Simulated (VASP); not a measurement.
# WSe2 (P6_3/mmc) in VASP: notebook

WSe2 is run at these levels: PBE; tasks: single point.

Program: VASP 6.6.1. These are calculated values, not measurements. Logs are shortened: lines on timing, memory, paths and dates and some standing lists are left out, and cuts for length are marked.

**Experimental background.**

“Time-resolved XUV ARPES with tunable 24–33 eV laser pulses at 30 meV resolution”, 2019, pmc:6684652 reports, for a bulk crystal of WSe2: band gap 1.3 eV (indirect).

The results are compared with them further down.

## (1) The cell of the first run

The structure is hexagonal, space group P6_3/mmc (No. 194). The conventional cell has a = 3.319 Å, b = 3.319 Å, c = 14.977 Å, α = 90.00°, β = 90.00°, γ = 120.00°. Within 3.4 Å of W (site symmetry -6m2) lie 6 Se at 2.55 Å and 6 W at 3.32 Å. Within 3.4 Å of Se (site symmetry 3m) lie 3 W at 2.55 Å and 7 Se at 3.32 to 3.36 Å.

## (2) Single point, PBE, collinear spin (23.82 Å³/atom)

INCAR reads:

```
SYSTEM = WSe2
PREC     = Accurate       ! precision mode
ENCUT    = 520            ! plane-wave cutoff, eV
EDIFF    = 1E-6           ! SCF threshold, eV
ISMEAR   = 0              ! smearing method
SIGMA    = 0.05           ! smearing width, eV
LREAL    = .FALSE.        ! projectors in reciprocal space
LASPH    = .TRUE.         ! aspherical terms in the spheres
NELM     = 150            ! most SCF steps
ALGO     = Normal         ! electronic algorithm
ISIF     = 2              ! what is computed and relaxed
LWAVE    = .FALSE.        ! write WAVECAR
LCHARG   = .FALSE.        ! write CHGCAR
ISPIN    = 2              ! spin polarisation
MAGMOM   = 0.05 0.05 0 0 0 0 ! initial moments
LORBIT   = 11             ! projections on sites
LMAXMIX  = 4              ! l up to which the mixer works
GGA      = PE             ! functional
NBANDS   = 39             ! bands
```

KPOINTS reads:

```
Automatic mesh
0
G
  10 10 2
  0 0 0
```

POSCAR reads:

```
WSe2
1.0
    3.3192429147      0.0000000000      0.0000000000
   -1.6596214574      2.8745486855      0.0000000000
    0.0000000000      0.0000000000     14.9767492674
W Se
2 4
Direct
    0.3333333333      0.6666666667      0.2500000000
    0.6666666667      0.3333333333      0.7500000000
    0.3333333333      0.6666666667      0.6379265166
    0.6666666667      0.3333333333      0.1379265166
    0.3333333333      0.6666666667      0.8620734834
    0.6666666667      0.3333333333      0.3620734834
```

Potentials or basis: VASP PAW PBE potentials, release 64 (W_sv, Se).

Launch:

```sh
$ cat potpaw_PBE.64/W_sv/POTCAR potpaw_PBE.64/Se/POTCAR > POTCAR
$ mpirun -np 1 vasp_std > vasp.out
```

OUTCAR:

```text
SYSTEM = WSe2
   PREC = Accurate
   ENCUT = 520
   EDIFF = 1E-6
   ISMEAR = 0
   LREAL = .FALSE.
   LASPH = .TRUE.
   NELM = 150
   ISIF = 2
   ISPIN = 2
   LORBIT = 11
   GGA = PE

 ion  position               nearest neighbor table
   1  0.333  0.667  0.250-   4 2.55   6 2.55   4 2.55   6 2.55   4 2.55   6 2.55
   2  0.667  0.333  0.750-   3 2.55   5 2.55   3 2.55   5 2.55   3 2.55   5 2.55
   3  0.333  0.667  0.638-   2 2.55   2 2.55   2 2.55
   4  0.667  0.333  0.138-   1 2.55   1 2.55   1 2.55
   5  0.333  0.667  0.862-   2 2.55   2 2.55   2 2.55
   6  0.667  0.333  0.362-   1 2.55   1 2.55   1 2.55

  LATTYP: Found a hexagonal cell.
 ALAT       =     3.3192429147
 C/A-ratio  =     4.5120979851

  Lattice vectors:

 A1 = (   3.3192429147,   0.0000000000,   0.0000000000)
 A2 = (  -1.6596214574,   2.8745486855,   0.0000000000)
 A3 = (   0.0000000000,   0.0000000000,  14.9767492674)

Analysis of symmetry for initial positions (statically):
=====================================================================
 Subroutine PRICEL returns:
 Original cell was already a primitive cell.

 Routine SETGRP: Setting up the symmetry group for a
 hexagonal supercell.

 Subroutine GETGRP returns: Found 24 space group operations
 (whereof 12 operations were pure point group operations)
 out of a pool of 24 trial point group operations.

The static configuration has the point symmetry D_3d.
 The point group associated with its full space group is D_6h.

Analysis of symmetry for dynamics (positions and initial velocities):
=====================================================================
 Subroutine PRICEL returns:
 Original cell was already a primitive cell.

 Routine SETGRP: Setting up the symmetry group for a
 hexagonal supercell.

 Subroutine GETGRP returns: Found 24 space group operations
 (whereof 12 operations were pure point group operations)
 out of a pool of 24 trial point group operations.

The dynamic configuration has the point symmetry D_3d.
 The point group associated with its full space group is D_6h.

Analysis of structural, dynamic, and magnetic symmetry:
=====================================================================
 Subroutine PRICEL returns:
 Original cell was already a primitive cell.

 Routine SETGRP: Setting up the symmetry group for a
 hexagonal supercell.

 Subroutine GETGRP returns: Found 24 space group operations
 (whereof 12 operations were pure point group operations)
 out of a pool of 24 trial point group operations.

The overall configuration has the point symmetry D_3d.
 The point group associated with its full space group is D_6h.

 Subroutine INISYM returns: Found 24 space group operations
 (whereof 12 operations are pure point group operations),
 and found     1 'primitive' translations

----------------------------------------------------------------------------------------

                                     Primitive cell

  volume of cell :     142.8980

  direct lattice vectors                    reciprocal lattice vectors
     3.319242915  0.000000000  0.000000000     0.301273521  0.173940348  0.000000000
    -1.659621457  2.874548686  0.000000000     0.000000000  0.347880697  0.000000000
     0.000000000  0.000000000 14.976749267     0.000000000  0.000000000  0.066770164

  length of vectors
     3.319242915  3.319242915 14.976749267     0.347880697  0.347880697  0.066770164

  position of ions in fractional coordinates (direct lattice)
     0.333333333  0.666666667  0.250000000
     0.666666667  0.333333333  0.750000000
     0.333333333  0.666666667  0.637926517
     0.666666667  0.333333333  0.137926517
     0.333333333  0.666666667  0.862073483
     0.666666667  0.333333333  0.362073483

  ion indices of the primitive-cell ions
   primitive index   ion index
                 1           1
                 2           2
                 3           3
                 4           4
                 5           5
                 6           6

----------------------------------------------------------------------------------------

 KPOINTS: Automatic mesh

Automatic generation of k-mesh.
 Grid dimensions read from file:
[... 46 lines left out ...]
 [... further k-points ...]
   k-points           NKPTS =     28   k-points in BZ     NKDIM =     28   number of bands    NBANDS=     39
   number of dos      NEDOS =    301   number of ions     NIONS =      6
   total plane-waves  NPLWV =  87808
   dimension x,y,z NGX =    28 NGY =   28 NGZ =  112
   dimension x,y,z NGXF=    56 NGYF=   56 NGZF=  224
   ions per type =               2   4
   NGX,Y,Z   is equivalent  to a cutoff of  14.02, 14.02, 12.43 a.u.
   NGXF,Y,Z  is equivalent  to a cutoff of  28.05, 28.05, 24.86 a.u.
 SYSTEM =  WSe2
   PREC   = accura    normal or accurate (medium, high low for compatibility)
   ISTART =      0    job   : 0-new  1-cont  2-samecut
   ICHARG =      2    charge: 1-file 2-atom 10-const
   ISPIN  =      2    spin polarized calculation?
   LNONCOLLINEAR =      F non collinear calculations
   LSORBIT =      F    spin-orbit coupling
   LASPH  =      T    aspherical Exc in radial PAW
   ENCUT  =  520.0 eV  38.22 Ry    6.18 a.u.   6.17  6.17 27.85*2*pi/ulx,y,z
   NELM   =    150;   NELMIN=  2; NELMDL= -5     # of ELM steps
   EDIFF  = 0.1E-05   stopping-criterion for ELM
   LREAL  =      F    real-space projection
   EDIFFG = 0.1E-04   stopping-criterion for IOM
   NSW    =      0    number of steps for IOM
   IBRION =     -1    ionic relax: 0-MD 1-quasi-New 2-CG
   NFREE  =      0    steps in history (QN), initial steepest desc. (CG)
   ISIF   =      2    stress and relaxation
   ISYM   =      2    0-nonsym 1-usesym 2-fastsym
   POTIM  = 0.5000    time-step for ionic-motion
   TEBEG  =    0.0;   TEEND  =   0.0 temperature during run
   PSTRESS=    0.0 pullay stress
   NELECT =      52.0000    total number of electrons
   NUPDOWN=      -1.0000    fix difference up-down
   EMIN   =  10.00;   EMAX   =-10.00  energy-range for DOS
   EFERMI =   0.00;   METHOD = LEGACY
   ISMEAR =     0;   SIGMA  =   0.05  broadening in eV -4-tet -1-fermi 0-gaus
   EFERMI_NEDOS =   21; number of points for ismear=-14 and -15
   IALGO  =     38    algorithm
   IMIX   =      4    mixing-type and parameters
     AMIX     =   0.40;   BMIX     =  1.00
     AMIX_MAG =   1.60;   BMIX_MAG =  1.00
  volume/ion in A,a.u.               =      23.82       160.72
  Fermi-wavevector in a.u.,A,eV,Ry     =   1.168783  2.208679 18.586286  1.366054
  Thomas-Fermi vector in A             =   2.305265
   LORBIT       =     11    0 simple, 1 ext, 2 COOP (PROOUT), +10 PAW based schemes
   GGA     = PE    functional components
   LHFCALC =     F    Hartree Fock is set to
   AEXX    =    0.0000 exact exchange contribution
   IVDW    =     0    specifies the selected vdW correction
   LEPSILON=     F    determine dielectric tensor
   LRPA    =     F    only Hartree local field effects (RPA)
 spin polarized calculation
 Gauss-broadening in eV      SIGMA  =   0.05
  energy-cutoff  :      520.00
  volume of cell :      142.90
 maximum number of plane-waves:      3876
 NGX is ok and might be reduce to    28
   NGX = 13   NGY = 13   NGZ = 55

 number of electron      51.9999993 magnetization       0.0002814

 Free energy of the ion-electron system (eV)
  ---------------------------------------------------
  ext. energy  EPLUGINS =         0.00000000
  ---------------------------------------------------
  free energy    TOTEN  =       -43.25601007 eV

  energy without entropy =      -43.25601007  energy(sigma->0) =      -43.25601007

 E-fermi :   4.4690     XC(G=0):  -9.6531

 val. band max:        4.2664119626   @ k =   0.0000   0.0000   0.0000
 cond. band min:       5.8460680727   @ k =   0.2000   0.2000   0.0000
 fundamental gap:      1.5796561102
 Fermi energy:         4.4690102497

 spin component 1

 k-point     1 :       0.0000    0.0000    0.0000
  band No.  band energies     occupation
      1     -69.7639      1.00000
      2     -69.7639      1.00000
      3     -33.9837      1.00000
      4     -33.9837      1.00000
      5     -33.8810      1.00000
      6     -33.8810      1.00000
[... 973 lines left out ...]
     37      11.5385      0.00000
     38      11.5385      0.00000

 [... further k-points ...]

 spin component 2

 k-point     1 :       0.0000    0.0000    0.0000
  band No.  band energies     occupation
      1     -69.7639      1.00000
      2     -69.7639      1.00000
      3     -33.9837      1.00000
      4     -33.9837      1.00000
      5     -33.8810      1.00000
      6     -33.8810      1.00000
[... 973 lines left out ...]
     37      11.5385      0.00000
     38      11.5385      0.00000

 [... further k-points ...]

 [bands above 38 left out]

------------------------ aborting loop because EDIFF is reached ----------------------------------------

  FORCE on cell =-STRESS in cart. coord.  units (eV):
  Direction    XX          YY          ZZ          XY          YZ          ZX
  --------------------------------------------------------------------------------------
  -------------------------------------------------------------------------------------
  Total        0.2953497      0.2953497      0.3413480     -0.0000000      0.0000000     -0.0000000
  in kB        3.3114697      3.3114697      3.8272046     -0.0000000      0.0000000     -0.0000000
  external PRESSURE =       3.4833813 kB  Pullay stress =       0.0000000 kB

 VOLUME and BASIS-vectors are now :
 -----------------------------------------------------------------------------
  energy-cutoff  :      520.00
  volume of cell :      142.90
      direct lattice vectors                 reciprocal lattice vectors
     3.319242915  0.000000000  0.000000000     0.301273521  0.173940348  0.000000000
    -1.659621457  2.874548686  0.000000000     0.000000000  0.347880697  0.000000000
     0.000000000  0.000000000 14.976749267     0.000000000  0.000000000  0.066770164

 POSITION                                       TOTAL-FORCE (eV/Angst)
 -----------------------------------------------------------------------------------
     -0.00000      1.91637      3.74419        -0.000000      0.000000     -0.000000
      1.65962      0.95818     11.23256         0.000000     -0.000000     -0.000000
     -0.00000      1.91637      9.55407         0.000000     -0.000000     -0.047667
      1.65962      0.95818      2.06569         0.000000      0.000000     -0.047667
     -0.00000      1.91637     12.91106         0.000000     -0.000000      0.047667
      1.65962      0.95818      5.42268         0.000000      0.000000      0.047667
 -----------------------------------------------------------------------------------
    total drift:                               -0.000000      0.000000     -0.000000

  FREE ENERGIE OF THE ION-ELECTRON SYSTEM (eV)
  ---------------------------------------------------
  free  energy   TOTEN  =       -43.2560100712 eV

  energy  without entropy=      -43.2560100712  energy(sigma->0) =      -43.25601007

 total charge

# of ion       s       p       d       tot
------------------------------------------
    1        2.307   6.269   3.352  11.929
    2        2.307   6.269   3.352  11.929
    3        1.474   2.346   0.066   3.886
    4        1.474   2.346   0.066   3.886
    5        1.474   2.346   0.066   3.886
    6        1.474   2.346   0.066   3.886
--------------------------------------------------
tot         10.510  21.924   6.969  39.403

 magnetization (x)

# of ion       s       p       d       tot
------------------------------------------
    1       -0.000  -0.000  -0.000  -0.000
    2       -0.000  -0.000  -0.000  -0.000
    3       -0.000  -0.000  -0.000  -0.000
    4       -0.000  -0.000  -0.000  -0.000
    5       -0.000  -0.000  -0.000  -0.000
    6       -0.000  -0.000  -0.000  -0.000
--------------------------------------------------
tot         -0.000  -0.000  -0.000  -0.000
```

Run time: 11 min. Hardware: 1 thread of Intel Xeon 8259CL, shared host; peak memory 0.48 GiB.

What came out:

```
Free energy                                           : -43.2560 eV
Pressure                                              : 0.3 GPa
Largest force                                         : 0.048 eV/Å
Band gap on the k mesh                                : 1.58 eV (least direct gap 1.81 eV)
Net moment                                            : 0.00 μB per cell
Valence electrons inside the program's atomic spheres : W 11.93; Se 3.89
```

Forces on the atoms (eV/Å):
```
W    0.000  0.000  0.000
W    0.000  0.000  0.000
Se   0.000  0.000 -0.048
Se   0.000  0.000 -0.048
Se   0.000  0.000  0.048
Se   0.000  0.000  0.048
```

Levels at points of the mesh, in eV from the valence-band top:
Spin up:
| k point | band 23 | band 24 | band 25 | band 26 | band 27 | band 28 | band 29 | band 30 |
| --- | --- | --- | --- | --- | --- | --- | --- | --- |
| (0.00, 0.00, 0.00) | -1.18 | -1.18 | -0.51 | 0.00 | 2.95 | 2.95 | 2.95 | 2.95 |
| (0.50, 0.00, 0.00) | -0.95 | -0.92 | -0.91 | -0.88 | 2.40 | 2.40 | 2.71 | 2.82 |
| (0.00, 0.00, 0.50) | -1.18 | -1.18 | -0.19 | -0.19 | 2.95 | 2.95 | 2.95 | 2.95 |
| (0.50, 0.00, 0.50) | -0.93 | -0.93 | -0.90 | -0.90 | 2.40 | 2.40 | 2.77 | 2.77 |
Spin down:
| k point | band 24 | band 25 | band 26 | band 27 | band 28 | band 29 |
| --- | --- | --- | --- | --- | --- | --- |
| (0.00, 0.00, 0.00) | -1.18 | -0.51 | 0.00 | 2.95 | 2.95 | 2.95 |
| (0.50, 0.00, 0.00) | -0.92 | -0.91 | -0.88 | 2.40 | 2.40 | 2.71 |
| (0.00, 0.00, 0.50) | -1.18 | -0.19 | -0.19 | 2.95 | 2.95 | 2.95 |
| (0.50, 0.00, 0.50) | -0.93 | -0.90 | -0.90 | 2.40 | 2.40 | 2.77 |

Caveat: spin-orbit coupling is left out, which moves the levels of the heavy elements; this functional lacks dispersion, which binds layers or chains, so the pressure and a relaxed spacing across them are unreliable.

## (3) Single point, PBE, collinear spin (24.79 Å³/atom)

This run uses another cell than the first one, of 24.79 Å³/atom.

INCAR reads:

```
PREC = Accurate
ENCUT = 520
EDIFF = 1E-6
ISMEAR = 0
SIGMA = 0.05
LREAL = F
LASPH = T
NELM = 150
ALGO = Normal
ISIF = 2
LWAVE = F
LCHARG = T
ISPIN = 2
MAGMOM = 0.05 0.05 0 0 0 0
LORBIT = 11
LMAXMIX = 4
GGA = PE
LELF = T
LVHAR = T
NBANDS = 39
```

KPOINTS reads:

```
Automatic mesh
0
Gamma
  10 10 2
```

POSCAR reads:

```
WSe2
1.0
    3.3209687438      0.0000000000      0.0000000000
   -1.6604843719      2.8760432973      0.0000000000
    0.0000000000      0.0000000000     15.5718478879
W Se
2 4
Direct
    0.3333333333      0.6666666667      0.2500000000
    0.6666666667      0.3333333333      0.7500000000
    0.3333333333      0.6666666667      0.6422324914
    0.6666666667      0.3333333333      0.1422324914
    0.3333333333      0.6666666667      0.8577675086
    0.6666666667      0.3333333333      0.3577675086
```

Potentials or basis: VASP PAW PBE potentials, release 64 (W_sv, Se).

Launch:

```sh
$ cat potpaw_PBE.64/W_sv/POTCAR potpaw_PBE.64/Se/POTCAR > POTCAR
$ mpirun -np 1 vasp_std > vasp.out
```

It took 8.1 min on 1 thread of Intel Xeon 8259CL, shared host; peak memory 0.5 GiB.

The run converged. Its results:

* Free energy: -43.2566 eV
* Pressure: 0.2 GPa
* Largest force: 0.044 eV/Å
* Band gap on the k mesh: 1.69 eV (least direct gap 1.82 eV)
* Net moment: 0.00 μB per cell
* Valence electrons inside the program's atomic spheres: W 11.93; Se 3.89

Forces on the atoms (eV/Å):
```
W    0.000  0.000  0.000
W    0.000  0.000  0.000
Se   0.000  0.000 -0.044
Se   0.000  0.000 -0.044
Se   0.000  0.000  0.044
Se   0.000  0.000  0.044
```

Stress tensor (GPa, compression positive):
```
0.19 0.00 0.00
0.00 0.19 0.00
0.00 0.00 0.28
```

Levels at points of the mesh, in eV from the valence-band top:
Spin up:
```
           k point  band 23  band 24  band 25  band 26  band 27  band 28  band 29  band 30
(0.00, 0.00, 0.00)    -1.12    -1.12    -0.40     0.00     3.01     3.01     3.01     3.01
(0.50, 0.00, 0.00)    -0.88    -0.86    -0.85    -0.83     2.45     2.46     2.78     2.86
(0.00, 0.00, 0.50)    -1.12    -1.12    -0.16    -0.16     3.01     3.01     3.01     3.01
(0.50, 0.00, 0.50)    -0.87    -0.87    -0.84    -0.84     2.46     2.46     2.82     2.82
```
Spin down:
```csv
k point,band 24,band 25,band 26,band 27,band 28,band 29
"(0.00, 0.00, 0.00)",-1.12,-0.40,0.00,3.01,3.01,3.01
"(0.50, 0.00, 0.00)",-0.86,-0.85,-0.83,2.45,2.46,2.78
"(0.00, 0.00, 0.50)",-1.12,-0.16,-0.16,3.01,3.01,3.01
"(0.50, 0.00, 0.50)",-0.87,-0.84,-0.84,2.46,2.46,2.82
```

Caveat: spin-orbit coupling is left out, which moves the levels of the heavy elements; this functional lacks dispersion, which binds layers or chains, so the pressure and a relaxed spacing across them are unreliable.

## (4) Against experiment

Step 2. Against the measured gap of WSe2, 1.3 eV (indirect; “Time-resolved XUV ARPES with tunable 24–33 eV laser pulses at 30 meV resolution”, 2019, pmc:6684652), the calculated 1.58 eV is off by +0.28 eV. Spin-orbit coupling on Se, W is left out. The value is that of PBE on a finite k mesh, which can miss the band edges, without temperature or zero-point motion.

Step 3. Measured gap of WSe2: 1.3 eV (indirect; “Time-resolved XUV ARPES with tunable 24–33 eV laser pulses at 30 meV resolution”, 2019, pmc:6684652). This calculation gives 1.69 eV (+0.39 eV). Spin-orbit coupling on Se, W is left out. The value is that of PBE on a finite k mesh, which can miss the band edges, without temperature or zero-point motion.
